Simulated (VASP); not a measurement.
# Ca (I4/mmm) in VASP: a series of runs

Ca is run at these levels: PBE; tasks: single point.

Everything below comes from runs of VASP 6.6.1. Logs are shortened: lines on timing, memory, paths and dates and some standing lists are left out, and cuts for length are marked.

## (1) The cell of the first run

Symmetry: I4/mmm, No. 139, tetragonal system. Conventional cell: a = 4.110 Å, b = 4.110 Å, c = 5.365 Å, α = 90.00°, β = 90.00°, γ = 90.00°. Within 5.2 Å of Ca (site symmetry 4/mmm) lie 12 Ca at 3.95 to 4.11 Å.

## (2) Single point, PBE (strain +0.040 along x and y, -0.040 along z)

Input file INCAR:

```
PREC = Accurate
ENCUT = 520
EDIFF = 1E-6
ISMEAR = 0
SIGMA = 0.15
LREAL = F
LASPH = T
NELM = 60
ALGO = Fast
ISIF = 2
LWAVE = F
LCHARG = F
GGA = PE
NBANDS = 11
```

Input file KPOINTS:

```
regular mesh
0
Gamma
  14 14 14
```

Input file POSCAR:

```
Ca
1.0
    0.0000000000      2.9059680000      2.6824320000
    2.9059680000      0.0000000000      2.6824320000
    2.9059680000      2.9059680000      0.0000000000
Ca
1
Direct
    0.0000000000      0.0000000000      0.0000000000
```

Potentials or basis: VASP PAW PBE potentials, release 64 (Ca_sv).

The run is started by

```console
cat potpaw_PBE.64/Ca_sv/POTCAR > POTCAR
mpirun -np 1 vasp_std > vasp.out
```

OUTCAR:

```text
PREC = Accurate
   ENCUT = 520
   EDIFF = 1E-6
   ISMEAR = 0
   LREAL = F
   LASPH = T
   NELM = 60
   ISIF = 2
   GGA = PE

 ion  position               nearest neighbor table
   1  0.000  0.000  0.000-

  LATTYP: Found a body centered tetragonal cell.
 ALAT       =     4.1096593574
 C/A-ratio  =     1.3054279037

  Lattice vectors:

 A1 = (   0.0000000000,  -2.9059680000,  -2.6824320000)
 A2 = (   0.0000000000,   2.9059680000,  -2.6824320000)
 A3 = (   2.9059680000,   0.0000000000,   2.6824320000)

Analysis of symmetry for initial positions (statically):
=====================================================================
 Subroutine PRICEL returns:
 Original cell was already a primitive cell.

 Routine SETGRP: Setting up the symmetry group for a
 body centered tetragonal supercell.

 Subroutine GETGRP returns: Found 16 space group operations
 (whereof 16 operations were pure point group operations)
 out of a pool of 16 trial point group operations.

The static configuration has the point symmetry D_4h.

Analysis of symmetry for dynamics (positions and initial velocities):
=====================================================================
 Subroutine PRICEL returns:
 Original cell was already a primitive cell.

 Routine SETGRP: Setting up the symmetry group for a
 body centered tetragonal supercell.

 Subroutine GETGRP returns: Found 16 space group operations
 (whereof 16 operations were pure point group operations)
 out of a pool of 16 trial point group operations.

The dynamic configuration has the point symmetry D_4h.

 Subroutine INISYM returns: Found 16 space group operations
 (whereof 16 operations are pure point group operations),
 and found     1 'primitive' translations

----------------------------------------------------------------------------------------

                                     Primitive cell

  volume of cell :      45.3044

  direct lattice vectors                    reciprocal lattice vectors
     0.000000000  2.905968000  2.682432000    -0.172059706  0.172059706  0.186398015
     2.905968000  0.000000000  2.682432000     0.172059706 -0.172059706  0.186398015
     2.905968000  2.905968000  0.000000000     0.172059706  0.172059706 -0.186398015

  length of vectors
     3.954755549  3.954755549  4.109659357     0.306518034  0.306518034  0.306518034

  position of ions in fractional coordinates (direct lattice)
     0.000000000  0.000000000  0.000000000

  ion indices of the primitive-cell ions
   primitive index   ion index
                 1           1

----------------------------------------------------------------------------------------

 KPOINTS: regular mesh

Automatic generation of k-mesh.
 Grid dimensions read from file:
 generate k-points for:   14   14   14

 Generating k-lattice:

  Cartesian coordinates                     Fractional coordinates (reciprocal lattice)
    -0.012289979  0.012289979  0.013314144     0.071428571  0.000000000  0.000000000
     0.012289979 -0.012289979  0.013314144     0.000000000  0.071428571  0.000000000
     0.012289979  0.012289979 -0.013314144    -0.000000000 -0.000000000  0.071428571

  Length of vectors
     0.021894145  0.021894145  0.021894145

  Shift w.r.t. Gamma in fractional coordinates (k-lattice)
     0.000000000  0.000000000  0.000000000

 Subroutine IBZKPT returns following result:
 ===========================================

 Found    244 irreducible k-points:

 Following reciprocal coordinates:
            Coordinates               Weight
  0.000000  0.000000  0.000000      1.000000
  0.071429  0.000000  0.000000      8.000000
  0.142857  0.000000  0.000000      8.000000
  0.214286  0.000000  0.000000      8.000000
  0.285714  0.000000  0.000000      8.000000
  0.357143  0.000000  0.000000      8.000000
[... 16 lines left out ...]
  0.214286  0.142857  0.000000      8.000000
  0.285714  0.142857  0.000000      8.000000
 [... further k-points ...]
   k-points           NKPTS =    244   k-points in BZ     NKDIM =    244   number of bands    NBANDS=     11
   number of dos      NEDOS =    301   number of ions     NIONS =      1
   total plane-waves  NPLWV =  28800
   dimension x,y,z NGX =    30 NGY =   30 NGZ =   32
   dimension x,y,z NGXF=    60 NGYF=   60 NGZF=   64
   ions per type =               1
   NGX,Y,Z   is equivalent  to a cutoff of  12.61, 12.61, 12.94 a.u.
   NGXF,Y,Z  is equivalent  to a cutoff of  25.22, 25.22, 25.89 a.u.
 SYSTEM =  unknown system
   PREC   = accura    normal or accurate (medium, high low for compatibility)
   ISTART =      0    job   : 0-new  1-cont  2-samecut
   ICHARG =      2    charge: 1-file 2-atom 10-const
   ISPIN  =      1    spin polarized calculation?
   LNONCOLLINEAR =      F non collinear calculations
   LSORBIT =      F    spin-orbit coupling
   LASPH  =      T    aspherical Exc in radial PAW
   ENCUT  =  520.0 eV  38.22 Ry    6.18 a.u.   7.35  7.35  7.64*2*pi/ulx,y,z
   NELM   =     60;   NELMIN=  2; NELMDL= -5     # of ELM steps
   EDIFF  = 0.1E-05   stopping-criterion for ELM
   LREAL  =      F    real-space projection
   EDIFFG = 0.1E-04   stopping-criterion for IOM
   NSW    =      0    number of steps for IOM
   IBRION =     -1    ionic relax: 0-MD 1-quasi-New 2-CG
   NFREE  =      0    steps in history (QN), initial steepest desc. (CG)
   ISIF   =      2    stress and relaxation
   ISYM   =      2    0-nonsym 1-usesym 2-fastsym
   POTIM  = 0.5000    time-step for ionic-motion
   TEBEG  =    0.0;   TEEND  =   0.0 temperature during run
   PSTRESS=    0.0 pullay stress
   NELECT =      10.0000    total number of electrons
   NUPDOWN=      -1.0000    fix difference up-down
   EMIN   =  10.00;   EMAX   =-10.00  energy-range for DOS
   EFERMI =   0.00;   METHOD = LEGACY
   ISMEAR =     0;   SIGMA  =   0.15  broadening in eV -4-tet -1-fermi 0-gaus
   EFERMI_NEDOS =   21; number of points for ismear=-14 and -15
   IALGO  =     68    algorithm
   IMIX   =      4    mixing-type and parameters
     AMIX     =   0.40;   BMIX     =  1.00
     AMIX_MAG =   1.60;   BMIX_MAG =  1.00
  volume/ion in A,a.u.               =      45.30       305.73
  Fermi-wavevector in a.u.,A,eV,Ry     =   0.989376  1.869650 13.318265  0.978865
  Thomas-Fermi vector in A             =   2.120970
   LORBIT       =      0    0 simple, 1 ext, 2 COOP (PROOUT), +10 PAW based schemes
   GGA     = PE    functional components
   LHFCALC =     F    Hartree Fock is set to
   AEXX    =    0.0000 exact exchange contribution
   IVDW    =     0    specifies the selected vdW correction
   LEPSILON=     F    determine dielectric tensor
   LRPA    =     F    only Hartree local field effects (RPA)
 non-spin polarized calculation
 RMM-DIIS sequential band-by-band and
 Gauss-broadening in eV      SIGMA  =   0.15
  energy-cutoff  :      520.00
  volume of cell :       45.30
 maximum number of plane-waves:      1242
 NGX is ok and might be reduce to    30
   NGX = 15   NGY = 15   NGZ = 15

 number of electron      10.0000000 magnetization

 number of electron       9.9999999 magnetization

 Free energy of the ion-electron system (eV)
  ---------------------------------------------------
  ext. energy  EPLUGINS =         0.00000000
  ---------------------------------------------------
  free energy    TOTEN  =        -1.92372688 eV

  energy without entropy =       -1.90857487  energy(sigma->0) =       -1.91615087

 E-fermi :   1.6895     XC(G=0):  -7.5195

 val. band max:        1.6883611325   @ k =  -0.4286   0.1429   0.0000
 cond. band min:       1.6917218475   @ k =  -0.4286  -0.0000   0.0714
 fundamental gap:      0.0033607150
 Fermi energy:         1.6895109849

 k-point     1 :       0.0000    0.0000    0.0000
  band No.  band energies     occupation
      1     -40.4973      2.00000
      2     -21.4226      2.00000
      3     -21.4226      2.00000
      4     -21.4184      2.00000
      5      -2.2107      2.00000
      6       3.8389      0.00000
      7       3.8389      0.00000
      8       4.1529      0.00000
      9       4.6890      0.00000
     10       5.0767      0.00000
     11      10.5576      0.00000

 k-point     2 :       0.0714    0.0000    0.0000
  band No.  band energies     occupation
      1     -40.4968      2.00000
      2     -21.4269      2.00000
      3     -21.4237      2.00000
      4     -21.4199      2.00000
      5      -2.1281      2.00000
      6       3.7912      0.00000
      7       3.8667      0.00000
      8       4.1442      0.00000
      9       4.6713      0.00000
     10       5.0440      0.00000
     11      10.6386      0.00000

 k-point     3 :       0.1429    0.0000    0.0000
  band No.  band energies     occupation
      1     -40.4955      2.00000
      2     -21.4415      2.00000
      3     -21.4266      2.00000
      4     -21.4215      2.00000
      5      -1.8839      2.00000
      6       3.5965      0.00000
      7       3.9195      0.00000
      8       4.1767      0.00000
      9       4.6582      0.00000
     10       4.9738      0.00000
     11      10.3002      0.00000

 k-point     4 :       0.2143    0.0000    0.0000
  band No.  band energies     occupation
      1     -40.4935      2.00000
      2     -21.4629      2.00000
      3     -21.4309      2.00000
      4     -21.4234      2.00000
      5      -1.4895      2.00000
      6       3.2682      0.00000
      7       3.9158      0.00000
      8       4.2272      0.00000
      9       4.7501      0.00000
     10       4.9454      0.00000
     11       9.1820      0.00000
[... 239 lines left out ...]
 k-point    22 :       0.1429    0.1429    0.0000
  band No.  band energies     occupation
      1     -40.4945      2.00000
      2     -21.4389      2.00000
      3     -21.4319      2.00000
      4     -21.4319      2.00000
      5      -1.7295      2.00000
      6       3.6628      0.00000
      7       3.9780      0.00000
      8       3.9780      0.00000
      9       4.7372      0.00000
     10       4.8320      0.00000
     11      10.9337      0.00000

 k-point    23 :       0.2143    0.1429    0.0000
  band No.  band energies     occupation
      1     -40.4928      2.00000
      2     -21.4551      2.00000
      3     -21.4367      2.00000
      4     -21.4331      2.00000
      5      -1.4188      2.00000
      6       3.3794      0.00000
      7       4.0393      0.00000
      8       4.0896      0.00000
      9       4.5801      0.00000
     10       4.9243      0.00000
     11       9.9718      0.00000

 k-point    24 :       0.2857    0.1429    0.0000
  band No.  band energies     occupation
      1     -40.4909      2.00000
      2     -21.4764      2.00000
      3     -21.4417      2.00000
      4     -21.4342      2.00000
      5      -0.9699      2.00000
      6       3.0305      0.00000
      7       4.0359      0.00000
      8       4.0698      0.00000
      9       4.6154      0.00000
     10       5.1046      0.00000
     11       8.8049      0.00000

 [... further k-points ...]

------------------------ aborting loop because EDIFF is reached ----------------------------------------

  FORCE on cell =-STRESS in cart. coord.  units (eV):
  Direction    XX          YY          ZZ          XY          YZ          ZX
  --------------------------------------------------------------------------------------
  -------------------------------------------------------------------------------------
  Total       -0.3438628     -0.3438628     -0.2458139      0.0000000     -0.0000000      0.0000000
  in kB      -12.1606102    -12.1606102     -8.6931409      0.0000000     -0.0000000      0.0000000
  external PRESSURE =     -11.0047871 kB  Pullay stress =       0.0000000 kB

 VOLUME and BASIS-vectors are now :
 -----------------------------------------------------------------------------
  energy-cutoff  :      520.00
  volume of cell :       45.30
      direct lattice vectors                 reciprocal lattice vectors
     0.000000000  2.905968000  2.682432000    -0.172059706  0.172059706  0.186398015
     2.905968000  0.000000000  2.682432000     0.172059706 -0.172059706  0.186398015
     2.905968000  2.905968000  0.000000000     0.172059706  0.172059706 -0.186398015

 POSITION                                       TOTAL-FORCE (eV/Angst)
 -----------------------------------------------------------------------------------
      0.00000      0.00000      0.00000         0.000000      0.000000     -0.000000
 -----------------------------------------------------------------------------------
    total drift:                                0.000000      0.000000      0.000000

  FREE ENERGIE OF THE ION-ELECTRON SYSTEM (eV)
  ---------------------------------------------------
  free  energy   TOTEN  =        -1.9237268807 eV

  energy  without entropy=       -1.9085748678  energy(sigma->0) =       -1.91615087
```

Run time: 54 s. Hardware: 1 thread of Intel Xeon 6975P-C (Granite Rapids), shared host; peak memory 0.25 GiB.

What came out:

```yaml
Free_energy: -1.9237 eV
Pressure: -1.1 GPa
Band_gap_on_the_k_mesh: zero (band 5 reaches 1.90 eV, above the bottom of band 6 at 1.49 eV)
```

Caveat: the cell differs from its parent crystal (strain +0.040 along x and y, -0.040 along z).

## (3) Single point, PBE (strain +0.080 along x and y, -0.080 along z)

Input file INCAR:

```
SYSTEM = Ca
ALGO = Normal
EDIFF = 1E-6
ENCUT = 520
GGA = PE
ISIF = 2
ISMEAR = 0
LASPH = .True.
LCHARG = .False.
LREAL = .False.
LWAVE = .False.
NBANDS = 11
NELM = 100
PREC = Accurate
SIGMA = 0.15
```

Input file KPOINTS:

```
k-points
0
Gamma
  14 14 14
  0 0 0
```

Input file POSCAR:

```
Ca
1.0
    0.0000000000      3.0177360000      2.5706640000
    3.0177360000      0.0000000000      2.5706640000
    3.0177360000      3.0177360000      0.0000000000
Ca
1
Direct
    0.0000000000      0.0000000000      0.0000000000
```

Potentials or basis: VASP PAW PBE potentials, release 64 (Ca_sv).

The run is started by

```console
cat potpaw_PBE.64/Ca_sv/POTCAR > POTCAR
mpirun -np 1 vasp_std > vasp.out
```

It took 39 s on 1 thread of Intel Xeon 6975P-C (Granite Rapids), shared host; peak memory 0.26 GiB.

Results (log left out):

- Free energy: -1.9061 eV
- Pressure: -1.5 GPa
- Band gap on the k mesh: zero (band 5 reaches 1.81 eV, above the bottom of band 6 at 1.38 eV)

Stress tensor (GPa, compression positive):
```
-1.61  0.00  0.00
 0.00 -1.61  0.00
 0.00  0.00 -1.28
```

Levels at points of the mesh, in eV from the Fermi level:
```
           k point  band 2  band 3  band 4  band 5  band 6  band 7  band 8  band 9
(0.00, 0.00, 0.00)  -23.21  -23.21  -23.20   -3.85    2.06    2.06    2.62    2.69
(0.50, 0.00, 0.00)  -23.30  -23.23  -23.21   -0.93   -0.20    1.69    2.51    3.51
(0.50, 0.50, 0.00)  -23.29  -23.26  -23.26   -0.07    0.40    1.89    3.72    3.88
(0.50, 0.00, 0.50)  -23.30  -23.24  -23.22   -0.57    0.35    0.82    3.53    3.62
```

Caveat: the cell differs from its parent crystal (strain +0.080 along x and y, -0.080 along z).

[end of part 1 of 3]
